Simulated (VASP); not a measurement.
# LiBr (Fm-3m) in VASP: further runs

Runs on LiBr. Level: PBEsol. Tasks: single point.

Program: VASP 6.6.1. These are calculated values, not measurements. Logs are shortened: lines on timing, memory, paths and dates and some standing lists are left out, and cuts for length are marked.

## 1. The cell of the first run

It takes space group Fm-3m (No. 225, cubic). Conventional cell: a = 5.218 Å, b = 5.218 Å, c = 5.218 Å, α = 90.00°, β = 90.00°, γ = 90.00°. Within 3.4 Å of Li (site symmetry m-3m) lie 6 Br at 2.61 Å. Br (site symmetry m-3m) has 6 Li at 2.61 Å within 3.4 Å.

## 2. Single point, PBEsol, non-collinear spin, zero start, spin-orbit coupling

Input file INCAR:

```
PREC = Accurate
ENCUT = 750
EDIFF = 1E-6
ISMEAR = 0
SIGMA = 0.01
LREAL = False
LASPH = True
NELM = 200
ALGO = Normal
ISIF = 2
LWAVE = False
LCHARG = True
MAGMOM = 0 0 0 0 0 0
LORBIT = 11
LSORBIT = True
GGA_COMPAT = False
LORBMOM = True
GGA = PS
LVHAR = True
NBANDS = 22
```

Input file KPOINTS:

```
regular mesh
0
Gamma
  8 8 8
```

Input file POSCAR:

```
LiBr
1.0
    2.6089206571      2.6089206571      0.0000000000
   -2.6089206571      2.6089206571      0.0000000000
    0.0000000000      2.6089206571      2.6089206571
Li Br
1 1
Direct
    0.0000000000      0.0000000000      0.0000000000
    0.5000000000      0.5000000000      0.0000000000
```

Potentials or basis: VASP PAW PBE potentials, release 64 (Li_sv, Br).

Launch:

```console
cat potpaw_PBE.64/Li_sv/POTCAR potpaw_PBE.64/Br/POTCAR > POTCAR
mpirun -np 1 vasp_ncl > vasp.out
```

OUTCAR:

```text
PREC = Accurate
   ENCUT = 750
   EDIFF = 1E-6
   ISMEAR = 0
   LREAL = False
   LASPH = True
   NELM = 200
   ISIF = 2
   LORBIT = 11
   LSORBIT = True
   GGA = PS

 ion  position               nearest neighbor table
   1  0.000  0.000  0.000-   2 2.61   2 2.61   2 2.61   2 2.61   2 2.61   2 2.61
   2  0.500  0.500  0.000-   1 2.61   1 2.61   1 2.61   1 2.61   1 2.61   1 2.61

  LATTYP: Found a face centered cubic cell.
 ALAT       =     5.2178413142

  Lattice vectors:

 A1 = (   0.0000000000,   2.6089206571,   2.6089206571)
 A2 = (   2.6089206571,   0.0000000000,   2.6089206571)
 A3 = (   2.6089206571,   2.6089206571,   0.0000000000)

Analysis of symmetry for initial positions (statically):
=====================================================================
 Subroutine PRICEL returns:
 Original cell was already a primitive cell.

 Routine SETGRP: Setting up the symmetry group for a
 face centered cubic supercell.

 Subroutine GETGRP returns: Found 48 space group operations
 (whereof 48 operations were pure point group operations)
 out of a pool of 48 trial point group operations.

The static configuration has the point symmetry O_h .

Analysis of symmetry for dynamics (positions and initial velocities):
=====================================================================
 Subroutine PRICEL returns:
 Original cell was already a primitive cell.

 Routine SETGRP: Setting up the symmetry group for a
 face centered cubic supercell.

 Subroutine GETGRP returns: Found 48 space group operations
 (whereof 48 operations were pure point group operations)
 out of a pool of 48 trial point group operations.

The dynamic configuration has the point symmetry O_h .

Analysis of structural, dynamic, and magnetic symmetry:
=====================================================================
 Subroutine PRICEL returns:
 Original cell was already a primitive cell.

 Routine SETGRP: Setting up the symmetry group for a
 face centered cubic supercell.

 Subroutine GETGRP returns: Found 48 space group operations
 (whereof 48 operations were pure point group operations)
 out of a pool of 48 trial point group operations.

The overall configuration has the point symmetry O_h .

 Subroutine INISYM returns: Found 48 space group operations
 (whereof 48 operations are pure point group operations),
 and found     1 'primitive' translations

----------------------------------------------------------------------------------------

                                     Primitive cell

  volume of cell :      35.5151

  direct lattice vectors                    reciprocal lattice vectors
     2.608920657  2.608920657  0.000000000     0.191650136  0.191650136 -0.191650136
    -2.608920657  2.608920657  0.000000000    -0.191650136  0.191650136 -0.191650136
     0.000000000  2.608920657  2.608920657     0.000000000  0.000000000  0.383300273

  length of vectors
     3.689570976  3.689570976  3.689570976     0.331947774  0.331947774  0.383300273

  position of ions in fractional coordinates (direct lattice)
     0.000000000  0.000000000  0.000000000
     0.500000000  0.500000000  0.000000000

  ion indices of the primitive-cell ions
   primitive index   ion index
                 1           1
                 2           2

----------------------------------------------------------------------------------------

 KPOINTS: regular mesh

Automatic generation of k-mesh.
 Grid dimensions read from file:
 generate k-points for:    8    8    8

 Generating k-lattice:

  Cartesian coordinates                     Fractional coordinates (reciprocal lattice)
     0.023956267  0.023956267 -0.023956267     0.125000000  0.000000000  0.000000000
    -0.023956267  0.023956267 -0.023956267     0.000000000  0.125000000  0.000000000
     0.000000000  0.000000000  0.047912534     0.000000000  0.000000000  0.125000000

  Length of vectors
     0.041493472  0.041493472  0.047912534
[... 91 lines left out ...]

 number of electron      10.0000000 magnetization       0.0000000      0.0000000      0.0000000

 number of electron       9.9999998 magnetization       0.0000000     -0.0000000     -0.0000000

 number of electron       9.9999998 magnetization      -0.0000000     -0.0000000     -0.0000000

 number of electron       9.9999998 magnetization       0.0000000      0.0000000      0.0000000

 Free energy of the ion-electron system (eV)
  ---------------------------------------------------
  ext. energy  EPLUGINS =         0.00000000
  ---------------------------------------------------
  free energy    TOTEN  =        -6.91330398 eV

  energy without entropy =       -6.91330398  energy(sigma->0) =       -6.91330398

 E-fermi :   1.7895     XC(G=0):  -9.2622

 val. band max:        1.6422293984   @ k =   0.0000   0.0000   0.0000
 cond. band min:       6.9763984460   @ k =   0.5000   0.0000   0.0000
 fundamental gap:      5.3341690476
 Fermi energy:         1.7894790842

 k-point     1 :       0.0000    0.0000    0.0000
  band No.  band energies     occupation
      1     -42.0436      1.00000
      2     -42.0436      1.00000
      3     -12.6214      1.00000
      4     -12.6214      1.00000
      5       1.0816      1.00000
      6       1.0816      1.00000
[... 589 lines left out ...]
     21      16.3035      0.00000
     22      16.3035      0.00000

 [... further k-points ...]
[... 5 lines left out ...]
  --------------------------------------------------------------------------------------
  -------------------------------------------------------------------------------------
  Total        0.8830964      0.8830964      0.8830964     -0.0000000      0.0000000      0.0000000
  in kB       39.8387873     39.8387873     39.8387873     -0.0000000      0.0000000      0.0000000
  external PRESSURE =      39.8387873 kB  Pullay stress =       0.0000000 kB

 VOLUME and BASIS-vectors are now :
 -----------------------------------------------------------------------------
  energy-cutoff  :      750.00
  volume of cell :       35.52
      direct lattice vectors                 reciprocal lattice vectors
     2.608920657  2.608920657  0.000000000     0.191650136  0.191650136 -0.191650136
    -2.608920657  2.608920657  0.000000000    -0.191650136  0.191650136 -0.191650136
     0.000000000  2.608920657  2.608920657     0.000000000  0.000000000  0.383300273

 POSITION                                       TOTAL-FORCE (eV/Angst)
 -----------------------------------------------------------------------------------
      0.00000      0.00000      0.00000        -0.000000     -0.000000      0.000000
      0.00000      2.60892      0.00000         0.000000      0.000000      0.000000
 -----------------------------------------------------------------------------------
    total drift:                               -0.000000      0.000000      0.000000

  FREE ENERGIE OF THE ION-ELECTRON SYSTEM (eV)
  ---------------------------------------------------
  free  energy   TOTEN  =        -6.9133039786 eV

  energy  without entropy=       -6.9133039786  energy(sigma->0) =       -6.91330398

 orbital moment (x)

 # of ion     p       d       tot
 ----------------------------------------
  1         0.000   0.000   0.000
  2         0.000  -0.000   0.000
 ----------------------------------------
            0.000  -0.000   0.000

 orbital moment (y)

 # of ion     p       d       tot
 ----------------------------------------
  1         0.000   0.000   0.000
  2         0.000   0.000   0.000
 ----------------------------------------
            0.000   0.000   0.000

 orbital moment (z)

 # of ion     p       d       tot
 ----------------------------------------
  1        -0.000   0.000  -0.000
  2         0.000   0.000   0.000
 ----------------------------------------
           -0.000   0.000  -0.000

 Spin-Orbit-Coupling matrix elements

 Ion:    1  E_soc:     -0.0000007
 l=   1
     0.0000000    -0.0000001    -0.0000001
    -0.0000001     0.0000000    -0.0000001
    -0.0000001    -0.0000001     0.0000000
 l=   2
     0.0000000     0.0000000     0.0000000     0.0000000     0.0000000
     0.0000000     0.0000000     0.0000000     0.0000000     0.0000000
     0.0000000     0.0000000     0.0000000     0.0000000     0.0000000
     0.0000000     0.0000000     0.0000000     0.0000000     0.0000000
     0.0000000     0.0000000     0.0000000     0.0000000     0.0000000
 l=   3
     0.0000000     0.0000000     0.0000000     0.0000000     0.0000000     0.0000000     0.0000000
     0.0000000     0.0000000     0.0000000     0.0000000     0.0000000     0.0000000     0.0000000
     0.0000000     0.0000000     0.0000000     0.0000000     0.0000000     0.0000000     0.0000000
     0.0000000     0.0000000     0.0000000     0.0000000     0.0000000     0.0000000     0.0000000
     0.0000000     0.0000000     0.0000000     0.0000000     0.0000000     0.0000000     0.0000000
     0.0000000     0.0000000     0.0000000     0.0000000     0.0000000     0.0000000     0.0000000
     0.0000000     0.0000000     0.0000000     0.0000000     0.0000000     0.0000000     0.0000000

 Ion:    2  E_soc:     -0.0498964
 l=   1
     0.0000000    -0.0083138    -0.0083138
    -0.0083138     0.0000000    -0.0083138
    -0.0083138    -0.0083138     0.0000000
 l=   2
     0.0000000    -0.0000005     0.0000000    -0.0000005    -0.0000018
    -0.0000005     0.0000000    -0.0000013    -0.0000005    -0.0000004
     0.0000000    -0.0000013     0.0000000    -0.0000013     0.0000000
    -0.0000005    -0.0000005    -0.0000013     0.0000000    -0.0000004
    -0.0000018    -0.0000004     0.0000000    -0.0000004     0.0000000
 l=   3
     0.0000000     0.0000000     0.0000000     0.0000000     0.0000000     0.0000000     0.0000000
     0.0000000     0.0000000     0.0000000     0.0000000     0.0000000     0.0000000     0.0000000
     0.0000000     0.0000000     0.0000000     0.0000000     0.0000000     0.0000000     0.0000000
     0.0000000     0.0000000     0.0000000     0.0000000     0.0000000     0.0000000     0.0000000
     0.0000000     0.0000000     0.0000000     0.0000000     0.0000000     0.0000000     0.0000000
     0.0000000     0.0000000     0.0000000     0.0000000     0.0000000     0.0000000     0.0000000
     0.0000000     0.0000000     0.0000000     0.0000000     0.0000000     0.0000000     0.0000000

 total charge

# of ion       s       p       d       tot
------------------------------------------
    1        2.012   0.049   0.000   2.061
    2        1.595   3.322   0.009   4.926
--------------------------------------------------
tot          3.608   3.371   0.009   6.987

 magnetization (x)

# of ion       s       p       d       tot
------------------------------------------
    1        0.000  -0.000   0.000   0.000
    2       -0.000  -0.000   0.000  -0.000
--------------------------------------------------
tot          0.000  -0.000   0.000  -0.000

 magnetization (y)

# of ion       s       p       d       tot
------------------------------------------
    1       -0.000   0.000   0.000   0.000
    2       -0.000   0.000   0.000  -0.000
--------------------------------------------------
tot         -0.000   0.000   0.000  -0.000

 magnetization (z)

# of ion       s       p       d       tot
------------------------------------------
    1       -0.000   0.000   0.000   0.000
    2       -0.000   0.000  -0.000  -0.000
--------------------------------------------------
tot         -0.000   0.000  -0.000  -0.000
```

Run time: 82 s. Hardware: 1 thread of Intel Xeon Platinum 8488C (Sapphire Rapids), shared host; peak memory 0.4 GiB.

Results:

```
Free energy                                           : -6.9133 eV
Pressure                                              : 4.0 GPa
Net moment                                            : 0.00 μB per cell
Valence electrons inside the program's atomic spheres : Li 2.06; Br 4.93
```

Moments on the atoms (μB; x, y, z):
```
Li  0.00 0.00 0.00
Br  0.00 0.00 0.00
```

Caveat: the cell stands under pressure; the PAW data sets were made with another functional, which shifts forces and pressure a little.

## 3. Single point, PBEsol, non-collinear spin, zero start, spin-orbit coupling

This run uses another cell than the first one, of 18.65 Å³/atom.

Input file INCAR:

```
PREC = Accurate ; ENCUT = 750
EDIFF = 1E-6 ; ISMEAR = 0
SIGMA = 0.01 ; LREAL = F
LASPH = T ; NELM = 200
ALGO = Normal ; ISIF = 2
LWAVE = F ; LCHARG = F
MAGMOM = 0 0 0 0 0 0 ; LORBIT = 11
LSORBIT = T ; GGA_COMPAT = F
LORBMOM = T ; GGA = PS
NBANDS = 22
```

KPOINTS is that of step 2.

Input file POSCAR:

```
LiBr
1.0
    2.6517998079      2.6517998079      0.0000000000
   -2.6517998079      2.6517998079      0.0000000000
    0.0000000000      2.6517998079      2.6517998079
Li Br
1 1
Direct
    0.0000000000      0.0000000000      0.0000000000
    0.5000000000      0.5000000000      0.0000000000
```

Potentials or basis: VASP PAW PBE potentials, release 64 (Li_sv, Br).

Launch:

```console
cat potpaw_PBE.64/Li_sv/POTCAR potpaw_PBE.64/Br/POTCAR > POTCAR
mpirun -np 1 vasp_ncl > vasp.out
```

Run time: 98 s. Hardware: 1 thread of Intel Xeon Platinum 8488C (Sapphire Rapids), shared host; peak memory 0.4 GiB.

It converged, with:

```
Free energy                                           : -6.9465 eV
Pressure                                              : 2.0 GPa
Net moment                                            : 0.00 μB per cell
Valence electrons inside the program's atomic spheres : Li 2.05; Br 4.91
```

Moments on the atoms (μB; x, y, z):
```
Li  0.00 0.00 0.00
Br  0.00 0.00 0.00
```

Caveat: the PAW data sets were made with another functional, which shifts forces and pressure a little.

## 4. Single point, PBEsol, non-collinear spin, zero start, spin-orbit coupling

This run uses another cell than the first one, of 19.82 Å³/atom.

INCAR is that of step 3.

Input file KPOINTS:

```
Automatic mesh
0
Gamma
  8 8 8
```

Input file POSCAR:

```
LiBr
1.0
    2.7061252976      2.7061252976      0.0000000000
   -2.7061252976      2.7061252976      0.0000000000
    0.0000000000      2.7061252976      2.7061252976
Li Br
1 1
Direct
    0.0000000000      0.0000000000      0.0000000000
    0.5000000000      0.5000000000      0.0000000000
```

Launch:

```console
cat potpaw_PBE.64/Li_sv/POTCAR potpaw_PBE.64/Br/POTCAR > POTCAR
mpirun -np 1 vasp_ncl > vasp.out
```

Run time: 89 s. Hardware: 1 thread of Intel Xeon Platinum 8488C (Sapphire Rapids), shared host; peak memory 0.41 GiB.

Results (log left out):

```yaml
Free_energy: -6.9605 eV
Pressure: 0.0 GPa
Net_moment: 0.00 μB per cell
Valence_electrons_inside_the_program's_atomic_spheres: Li 2.05; Br 4.90
```

Moments on the atoms (μB; x, y, z):
```
Li  0.00 0.00 0.00
Br  0.00 0.00 0.00
```

Caveat: the PAW data sets were made with another functional, which shifts forces and pressure a little.

[end of part 1 of 2]
